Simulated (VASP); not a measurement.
# Cs (Im-3m) in VASP: notebook

Runs on Cs. Level: PBE. Tasks: single point.

Program: VASP 6.6.1. These are calculated values, not measurements. Logs are shortened: lines on timing, memory, paths and dates and some standing lists are left out, and cuts for length are marked.

## (1) The cell of the first run

The structure is cubic, space group Im-3m (No. 229). The conventional cell has a = 6.050 Å, b = 6.050 Å, c = 6.050 Å, α = 90.00°, β = 90.00°, γ = 90.00°.

## (2) Single point, PBE

File INCAR:

```
SYSTEM = Cs
PREC = Accurate
ENCUT = 520
EDIFF = 1E-7
ISMEAR = 0
SIGMA = 0.05
LREAL = .FALSE.
LASPH = .TRUE.
NELM = 80
ALGO = Fast
ISIF = 2
LWAVE = .FALSE.
LCHARG = .FALSE.
GGA = PE
NBANDS = 10
```

File KPOINTS:

```
Automatic mesh
0
G
  10 10 10
  0 0 0
```

File POSCAR:

```
Cs
1.0
   -3.0250000000      3.0250000000      3.0250000000
    3.0250000000     -3.0250000000      3.0250000000
    3.0250000000      3.0250000000     -3.0250000000
Cs
1
Direct
    0.0000000000      0.0000000000      0.0000000000
```

Potentials or basis: VASP PAW PBE potentials, release 64 (Cs_sv).

On the command line:

```console
$ cat potpaw_PBE.64/Cs_sv/POTCAR > POTCAR
$ mpirun -np 1 vasp_std > vasp.out
```

OUTCAR:

```text
SYSTEM = Cs
   PREC = Accurate
   ENCUT = 520
   EDIFF = 1E-7
   ISMEAR = 0
   LREAL = .FALSE.
   LASPH = .TRUE.
   NELM = 80
   ISIF = 2
   GGA = PE

 ion  position               nearest neighbor table
   1  0.000  0.000  0.000-

  LATTYP: Found a body centered cubic cell.
 ALAT       =     6.0500000000

  Lattice vectors:

 A1 = (  -3.0250000000,   3.0250000000,   3.0250000000)
 A2 = (   3.0250000000,  -3.0250000000,   3.0250000000)
 A3 = (   3.0250000000,   3.0250000000,  -3.0250000000)

Analysis of symmetry for initial positions (statically):
=====================================================================
 Subroutine PRICEL returns:
 Original cell was already a primitive cell.

 Routine SETGRP: Setting up the symmetry group for a
 body centered cubic supercell.

 Subroutine GETGRP returns: Found 48 space group operations
 (whereof 48 operations were pure point group operations)
 out of a pool of 48 trial point group operations.

The static configuration has the point symmetry O_h .

Analysis of symmetry for dynamics (positions and initial velocities):
=====================================================================
 Subroutine PRICEL returns:
 Original cell was already a primitive cell.

 Routine SETGRP: Setting up the symmetry group for a
 body centered cubic supercell.

 Subroutine GETGRP returns: Found 48 space group operations
 (whereof 48 operations were pure point group operations)
 out of a pool of 48 trial point group operations.

The dynamic configuration has the point symmetry O_h .

 Subroutine INISYM returns: Found 48 space group operations
 (whereof 48 operations are pure point group operations),
 and found     1 'primitive' translations

----------------------------------------------------------------------------------------

                                     Primitive cell

  volume of cell :     110.7226

  direct lattice vectors                    reciprocal lattice vectors
    -3.025000000  3.025000000  3.025000000     0.000000000  0.165289256  0.165289256
     3.025000000 -3.025000000  3.025000000     0.165289256  0.000000000  0.165289256
     3.025000000  3.025000000 -3.025000000     0.165289256  0.165289256  0.000000000

  length of vectors
     5.239453693  5.239453693  5.239453693     0.233754308  0.233754308  0.233754308

  position of ions in fractional coordinates (direct lattice)
     0.000000000  0.000000000  0.000000000

  ion indices of the primitive-cell ions
   primitive index   ion index
                 1           1

----------------------------------------------------------------------------------------

 KPOINTS: Automatic mesh

Automatic generation of k-mesh.
 Grid dimensions read from file:
 generate k-points for:   10   10   10

 Generating k-lattice:

  Cartesian coordinates                     Fractional coordinates (reciprocal lattice)
     0.000000000  0.016528926  0.016528926     0.100000000  0.000000000  0.000000000
     0.016528926  0.000000000  0.016528926     0.000000000  0.100000000  0.000000000
     0.016528926  0.016528926  0.000000000     0.000000000  0.000000000  0.100000000

  Length of vectors
     0.023375431  0.023375431  0.023375431

  Shift w.r.t. Gamma in fractional coordinates (k-lattice)
     0.000000000  0.000000000  0.000000000

 Subroutine IBZKPT returns following result:
 ===========================================

 Found     47 irreducible k-points:

 Following reciprocal coordinates:
            Coordinates               Weight
  0.000000  0.000000  0.000000      1.000000
  0.100000  0.000000  0.000000     12.000000
  0.200000  0.000000  0.000000     12.000000
  0.300000  0.000000  0.000000     12.000000
  0.400000  0.000000  0.000000     12.000000
  0.500000  0.000000  0.000000      6.000000
[... 16 lines left out ...]
  0.300000  0.300000  0.100000      8.000000
 -0.300000  0.300000  0.100000     24.000000
 [... further k-points ...]
   k-points           NKPTS =     47   k-points in BZ     NKDIM =     47   number of bands    NBANDS=     10
   number of dos      NEDOS =    301   number of ions     NIONS =      1
   total plane-waves  NPLWV =  64000
   dimension x,y,z NGX =    40 NGY =   40 NGZ =   40
   dimension x,y,z NGXF=    80 NGYF=   80 NGZF=   80
   ions per type =               1
   NGX,Y,Z   is equivalent  to a cutoff of  12.69, 12.69, 12.69 a.u.
   NGXF,Y,Z  is equivalent  to a cutoff of  25.38, 25.38, 25.38 a.u.
 SYSTEM =  Cs
   PREC   = accura    normal or accurate (medium, high low for compatibility)
   ISTART =      0    job   : 0-new  1-cont  2-samecut
   ICHARG =      2    charge: 1-file 2-atom 10-const
   ISPIN  =      1    spin polarized calculation?
   LNONCOLLINEAR =      F non collinear calculations
   LSORBIT =      F    spin-orbit coupling
   LASPH  =      T    aspherical Exc in radial PAW
   ENCUT  =  520.0 eV  38.22 Ry    6.18 a.u.   9.74  9.74  9.74*2*pi/ulx,y,z
   NELM   =     80;   NELMIN=  2; NELMDL= -5     # of ELM steps
   EDIFF  = 0.1E-06   stopping-criterion for ELM
   LREAL  =      F    real-space projection
   EDIFFG = 0.1E-05   stopping-criterion for IOM
   NSW    =      0    number of steps for IOM
   IBRION =     -1    ionic relax: 0-MD 1-quasi-New 2-CG
   NFREE  =      0    steps in history (QN), initial steepest desc. (CG)
   ISIF   =      2    stress and relaxation
   ISYM   =      2    0-nonsym 1-usesym 2-fastsym
   POTIM  = 0.5000    time-step for ionic-motion
   TEBEG  =    0.0;   TEEND  =   0.0 temperature during run
   PSTRESS=    0.0 pullay stress
   NELECT =       9.0000    total number of electrons
   NUPDOWN=      -1.0000    fix difference up-down
   EMIN   =  10.00;   EMAX   =-10.00  energy-range for DOS
   EFERMI =   0.00;   METHOD = LEGACY
   ISMEAR =     0;   SIGMA  =   0.05  broadening in eV -4-tet -1-fermi 0-gaus
   EFERMI_NEDOS =   21; number of points for ismear=-14 and -15
   IALGO  =     68    algorithm
   IMIX   =      4    mixing-type and parameters
     AMIX     =   0.40;   BMIX     =  1.00
     AMIX_MAG =   1.60;   BMIX_MAG =  1.00
  volume/ion in A,a.u.               =     110.72       747.19
  Fermi-wavevector in a.u.,A,eV,Ry     =   0.709159  1.340116  6.842458  0.502907
  Thomas-Fermi vector in A             =   1.795667
   LORBIT       =      0    0 simple, 1 ext, 2 COOP (PROOUT), +10 PAW based schemes
   GGA     = PE    functional components
   LHFCALC =     F    Hartree Fock is set to
   AEXX    =    0.0000 exact exchange contribution
   IVDW    =     0    specifies the selected vdW correction
   LEPSILON=     F    determine dielectric tensor
   LRPA    =     F    only Hartree local field effects (RPA)
 non-spin polarized calculation
 RMM-DIIS sequential band-by-band and
 Gauss-broadening in eV      SIGMA  =   0.05
  energy-cutoff  :      520.00
  volume of cell :      110.72
 maximum number of plane-waves:      3043
   NGX = 19   NGY = 19   NGZ = 19

 number of electron       8.9999998 magnetization

 Free energy of the ion-electron system (eV)
  ---------------------------------------------------
  ext. energy  EPLUGINS =         0.00000000
  ---------------------------------------------------
  free energy    TOTEN  =        -0.84500258 eV

  energy without entropy =       -0.84156976  energy(sigma->0) =       -0.84328617

 E-fermi :   0.5642     XC(G=0):  -5.5032

 val. band max:        0.5267912848   @ k =  -0.3000   0.3000   0.3000
 cond. band min:       0.5702454746   @ k =   0.5000   0.0000   0.0000
 fundamental gap:      0.0434541897
 Fermi energy:         0.5641503557

 k-point     1 :       0.0000    0.0000    0.0000
  band No.  band energies     occupation
      1     -23.2868      2.00000
      2     -10.0237      2.00000
      3     -10.0237      2.00000
      4     -10.0237      2.00000
      5      -1.1664      2.00000
      6       3.0656      0.00000
      7       3.0656      0.00000
      8       3.0656      0.00000
      9       3.9517      0.00000
     10       3.9517      0.00000

 k-point     2 :       0.1000    0.0000    0.0000
  band No.  band energies     occupation
      1     -23.2860      2.00000
      2     -10.0392      2.00000
      3     -10.0286      2.00000
      4     -10.0237      2.00000
      5      -1.0516      2.00000
      6       2.9425      0.00000
      7       2.9545      0.00000
      8       3.1812      0.00000
      9       3.7763      0.00000
     10       3.9307      0.00000

 k-point     3 :       0.2000    0.0000    0.0000
  band No.  band energies     occupation
      1     -23.2840      2.00000
      2     -10.0791      2.00000
      3     -10.0416      2.00000
      4     -10.0238      2.00000
      5      -0.7246      2.00000
      6       2.5422      0.00000
      7       2.6788      0.00000
      8       3.5225      0.00000
      9       3.7388      0.00000
     10       3.9221      0.00000

 k-point     4 :       0.3000    0.0000    0.0000
  band No.  band energies     occupation
      1     -23.2815      2.00000
      2     -10.1273      2.00000
      3     -10.0575      2.00000
      4     -10.0239      2.00000
      5      -0.2409      2.00000
      6       2.0550      0.00000
      7       2.4228      0.00000
      8       3.8615      0.00000
      9       4.0066      0.00000
     10       4.0729      0.00000
[... 222 lines left out ...]
 k-point    22 :      -0.2000    0.2000    0.1000
  band No.  band energies     occupation
      1     -23.2833      2.00000
      2     -10.0791      2.00000
      3     -10.0468      2.00000
      4     -10.0361      2.00000
      5      -0.6174      2.00000
      6       2.5680      0.00000
      7       2.7378      0.00000
      8       3.2098      0.00000
      9       3.4905      0.00000
     10       4.2811      0.00000

 k-point    23 :       0.3000    0.3000    0.1000
  band No.  band energies     occupation
      1     -23.2782      2.00000
      2     -10.1219      2.00000
      3     -10.1219      2.00000
      4     -10.0563      2.00000
      5       1.4400      0.00000
      6       1.4911      0.00000
      7       1.4911      0.00000
      8       3.5236      0.00000
      9       4.3722      0.00000
     10       4.3722      0.00000

 k-point    24 :      -0.3000    0.3000    0.1000
  band No.  band energies     occupation
      1     -23.2808      2.00000
      2     -10.1251      2.00000
      3     -10.0630      2.00000
      4     -10.0356      2.00000
      5      -0.1407      2.00000
      6       2.0556      0.00000
      7       2.5059      0.00000
      8       3.3316      0.00000
      9       4.0324      0.00000
     10       4.3222      0.00000

 [... further k-points ...]

------------------------ aborting loop because EDIFF is reached ----------------------------------------

  FORCE on cell =-STRESS in cart. coord.  units (eV):
  Direction    XX          YY          ZZ          XY          YZ          ZX
  --------------------------------------------------------------------------------------
  -------------------------------------------------------------------------------------
  Total        0.0779533      0.0779533      0.0779533     -0.0000000      0.0000000     -0.0000000
  in kB        1.1279997      1.1279997      1.1279997     -0.0000000      0.0000000     -0.0000000
  external PRESSURE =       1.1279997 kB  Pullay stress =       0.0000000 kB

 VOLUME and BASIS-vectors are now :
 -----------------------------------------------------------------------------
  energy-cutoff  :      520.00
  volume of cell :      110.72
      direct lattice vectors                 reciprocal lattice vectors
    -3.025000000  3.025000000  3.025000000     0.000000000  0.165289256  0.165289256
     3.025000000 -3.025000000  3.025000000     0.165289256  0.000000000  0.165289256
     3.025000000  3.025000000 -3.025000000     0.165289256  0.165289256  0.000000000

 POSITION                                       TOTAL-FORCE (eV/Angst)
 -----------------------------------------------------------------------------------
      0.00000      0.00000      0.00000         0.000000      0.000000      0.000000
 -----------------------------------------------------------------------------------
    total drift:                               -0.000000      0.000000     -0.000000

  FREE ENERGIE OF THE ION-ELECTRON SYSTEM (eV)
  ---------------------------------------------------
  free  energy   TOTEN  =        -0.8450025842 eV

  energy  without entropy=       -0.8415697568  energy(sigma->0) =       -0.84328617
```

Wall time 42 s (1 thread of Intel Xeon Platinum 8175M at 2.50GHz (Skylake/Cascade Lake), shared host); peak memory 0.25 GiB.

Results:

| Property | Result |
| --- | --- |
| Free energy | -0.8450 eV |
| Pressure | 0.1 GPa |

Caveat: spin-orbit coupling is left out, which moves the levels of the heavy elements.

[end of part 1 of 2]
